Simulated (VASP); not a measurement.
# K (Fm-3m) in VASP: a series of runs, part 2 of 2

VASP 6.6.1.

## (3) Single point, PBEsol (65.62 Å³/atom)

This run uses another cell than the first one, of 65.62 Å³/atom.

Input file INCAR:

```
SYSTEM = K
PREC = Accurate
ENCUT = 520
EDIFF = 1E-7
ISMEAR = -1
SIGMA = 0.1
LREAL = .FALSE.
LASPH = .TRUE.
NELM = 100
ALGO = Normal
ISIF = 2
LWAVE = .FALSE.
LCHARG = .FALSE.
GGA = PS
NBANDS = 10
```

Input file KPOINTS:

```
regular mesh
0
G
  9 9 9
  0 0 0
```

Input file POSCAR:

```
K
1.0
    0.0000000000      3.2013186654      3.2013186654
    3.2013186654      0.0000000000      3.2013186654
    3.2013186654      3.2013186654      0.0000000000
K
1
Direct
    0.0000000000      0.0000000000      0.0000000000
```

Potentials or basis: VASP PAW PBE potentials, release 64 (K_sv).

Run with:

```bash
cat potpaw_PBE.64/K_sv/POTCAR > POTCAR
mpirun -np 1 vasp_std > vasp.out
```

Wall time 45 s (1 thread of Intel Xeon 8259CL, shared host); peak memory 0.2 GiB.

It converged, with:

```yaml
Free_energy: -1.1404 eV
Pressure: 0.3 GPa
Band_gap_on_the_k_mesh: zero (an odd number of electrons rules out a gap without spin polarisation)
```

Levels at points of the mesh, in eV from the Fermi level:
| k point | band 1 | band 2 | band 3 | band 4 | band 5 | band 6 | band 7 | band 8 | band 9 | band 10 |
| --- | --- | --- | --- | --- | --- | --- | --- | --- | --- | --- |
| (0.00, 0.00, 0.00) | -31.95 | -15.45 | -15.45 | -15.45 | -2.35 | 4.29 | 4.29 | 4.29 | 5.64 | 5.64 |

Caveat: the PAW data sets were made with another functional, which shifts forces and pressure a little.

## (4) Single point, PBEsol (68.47 Å³/atom)

This run uses another cell than the first one, of 68.47 Å³/atom.

Input file INCAR:

```
SYSTEM = K
PREC = Accurate ; ENCUT = 520
EDIFF = 1E-6 ; ISMEAR = -1
SIGMA = 0.1 ; LREAL = .FALSE.
LASPH = .TRUE. ; NELM = 100
ALGO = Normal ; ISIF = 2
LWAVE = .FALSE. ; LCHARG = .FALSE.
GGA = PS ; NBANDS = 10
```

KPOINTS is that of step 3.

Input file POSCAR:

```
K
1.0
    0.0000000000      3.2470579688      3.2470579688
    3.2470579688      0.0000000000      3.2470579688
    3.2470579688      3.2470579688      0.0000000000
K
1
Direct
    0.0000000000      0.0000000000      0.0000000000
```

Run with:

```bash
cat potpaw_PBE.64/K_sv/POTCAR > POTCAR
mpirun -np 1 vasp_std > vasp.out
```

Wall time 36 s (1 thread of Intel Xeon 8259CL, shared host); peak memory 0.2 GiB.

Results (log left out):

```yaml
Free_energy: -1.1449 eV
Pressure: 0.1 GPa
Band_gap_on_the_k_mesh: zero (an odd number of electrons rules out a gap without spin polarisation)
```

Levels at points of the mesh, in eV from the Fermi level:
```tsv
k point	band 1	band 2	band 3	band 4	band 5	band 6	band 7	band 8	band 9	band 10
(0.00, 0.00, 0.00)	-31.97	-15.48	-15.48	-15.48	-2.29	4.25	4.25	4.25	5.57	5.57
```

Caveat: the PAW data sets were made with another functional, which shifts forces and pressure a little.

## (5) Single point, PBEsol (71.32 Å³/atom)

This run uses another cell than the first one, of 71.32 Å³/atom.

Changes to INCAR since step 4:

```diff
@@ -4,3 +4,3 @@
 SIGMA = 0.1 ; LREAL = .FALSE.
-LASPH = .TRUE. ; NELM = 100
+LASPH = .TRUE. ; NELM = 80
 ALGO = Normal ; ISIF = 2
```

KPOINTS is that of step 4.

Input file POSCAR:

```
K
1.0
    0.0000000000      3.2915437429      3.2915437429
    3.2915437429      0.0000000000      3.2915437429
    3.2915437429      3.2915437429      0.0000000000
K
1
Direct
    0.0000000000      0.0000000000      0.0000000000
```

Potentials or basis: VASP PAW PBE potentials, release 64 (K_sv).

Run with:

```bash
cat potpaw_PBE.64/K_sv/POTCAR > POTCAR
mpirun -np 1 vasp_std > vasp.out
```

OUTCAR:

```text
SYSTEM = K
   PREC = Accurate
   ENCUT = 520
   EDIFF = 1E-6
   ISMEAR = -1
   LREAL = .FALSE.
   LASPH = .TRUE.
   NELM = 80
   ISIF = 2
   GGA = PS

 ion  position               nearest neighbor table
   1  0.000  0.000  0.000-

  LATTYP: Found a face centered cubic cell.
 ALAT       =     6.5830874858

  Lattice vectors:

 A1 = (   0.0000000000,   3.2915437429,   3.2915437429)
 A2 = (   3.2915437429,   0.0000000000,   3.2915437429)
 A3 = (   3.2915437429,   3.2915437429,   0.0000000000)

Analysis of symmetry for initial positions (statically):
=====================================================================
 Subroutine PRICEL returns:
 Original cell was already a primitive cell.

 Routine SETGRP: Setting up the symmetry group for a
 face centered cubic supercell.

 Subroutine GETGRP returns: Found 48 space group operations
 (whereof 48 operations were pure point group operations)
 out of a pool of 48 trial point group operations.

The static configuration has the point symmetry O_h .

[... 160 lines left out ...]
 cond. band min:      -0.0385726994   @ k =   0.4444   0.3333   0.0000
 fundamental gap:      0.1270400726
 Fermi energy:        -0.0762606849

 k-point     1 :       0.0000    0.0000    0.0000
  band No.  band energies     occupation
      1     -32.0696      2.00000
      2     -15.5783      2.00000
      3     -15.5783      2.00000
      4     -15.5783      2.00000
      5      -2.3042      2.00000
      6       4.1413      0.00000
      7       4.1413      0.00000
      8       4.1413      0.00000
      9       5.4259      0.00000
     10       5.4259      0.00000
[... 287 lines left out ...]
 k-point    24 :       0.4444    0.4444    0.0000
  band No.  band energies     occupation
      1     -32.0639      2.00000
      2     -15.6473      2.00000
      3     -15.6050      2.00000
      4     -15.6050      2.00000
      5       0.4211      0.01375
      6       1.6818      0.00000
      7       2.2637      0.00000
      8       4.8569      0.00000
      9       4.8569      0.00000
     10       5.7927      0.00000

 [... further k-points ...]

------------------------ aborting loop because EDIFF is reached ----------------------------------------

  FORCE on cell =-STRESS in cart. coord.  units (eV):
  Direction    XX          YY          ZZ          XY          YZ          ZX
  --------------------------------------------------------------------------------------
  -------------------------------------------------------------------------------------
  Total       -0.0070893     -0.0070893     -0.0070893      0.0000000      0.0000000     -0.0000000
  in kB       -0.1592527     -0.1592527     -0.1592527      0.0000000      0.0000000     -0.0000000
  external PRESSURE =      -0.1592527 kB  Pullay stress =       0.0000000 kB

 VOLUME and BASIS-vectors are now :
 -----------------------------------------------------------------------------
  energy-cutoff  :      520.00
  volume of cell :       71.32
      direct lattice vectors                 reciprocal lattice vectors
     0.000000000  3.291543743  3.291543743    -0.151904407  0.151904407  0.151904407
     3.291543743  0.000000000  3.291543743     0.151904407 -0.151904407  0.151904407
     3.291543743  3.291543743  0.000000000     0.151904407  0.151904407 -0.151904407

 POSITION                                       TOTAL-FORCE (eV/Angst)
 -----------------------------------------------------------------------------------
      0.00000      0.00000      0.00000        -0.000000      0.000000     -0.000000
 -----------------------------------------------------------------------------------
    total drift:                               -0.000000      0.000000      0.000000

  FREE ENERGIE OF THE ION-ELECTRON SYSTEM (eV)
  ---------------------------------------------------
  free  energy   TOTEN  =        -1.1463025125 eV

  energy  without entropy=       -1.1210847993  energy(sigma->0) =       -1.13369366
```

stdout:

```text
POSCAR found type information on POSCAR K
 POSCAR found :  1 types and       1 ions
 scaLAPACK will be used
 -----------------------------------------------------------------------------
|                                                                             |
|                                                                             |
|     You enforced a specific xc type in the INCAR file but a different       |
|     I HOPE YOU KNOW WHAT YOU ARE DOING!                                     |
|                                                                             |
 -----------------------------------------------------------------------------

 LDA part: xc-table for (Slater+PW92), standard interpolation
 POSCAR, INCAR and KPOINTS ok, starting setup
 FFT: planning ... GRIDC
 FFT: planning ... GRID_SOFT
 FFT: planning ... GRID
 WAVECAR not read
 entering main loop
```

Run time: 36 s. Hardware: 1 thread of Intel Xeon 8259CL, shared host; peak memory 0.2 GiB.

What came out:

| Property | Result |
| --- | --- |
| Free energy | -1.1463 eV |
| Pressure | 0.0 GPa |
| Band gap on the k mesh | zero (an odd number of electrons rules out a gap without spin polarisation) |

Caveat: the PAW data sets were made with another functional, which shifts forces and pressure a little.

## (6) Overview

```tsv
cell	gap on the mesh (eV)	pressure (GPa)
a = 4.461 Å, angles 60.0°, 1 atom	none	0.6
a = 4.527 Å, angles 60.0°, 1 atom	none	0.3
a = 4.592 Å, angles 60.0°, 1 atom	none	0.1
a = 4.655 Å, angles 60.0°, 1 atom	none	0.0
```

Alike in all rows: task single point; level PBEsol; potentials or basis VASP PAW PBE potentials, release 64 (K_sv); no spin polarisation; k mesh 9 × 9 × 9; cutoff (eV) 520; smearing fermi-dirac 0.1 eV.

Caveats: the PAW data sets were made with another functional, which shifts forces and pressure a little.

Absolute energies hang on the potentials; compare differences alone.
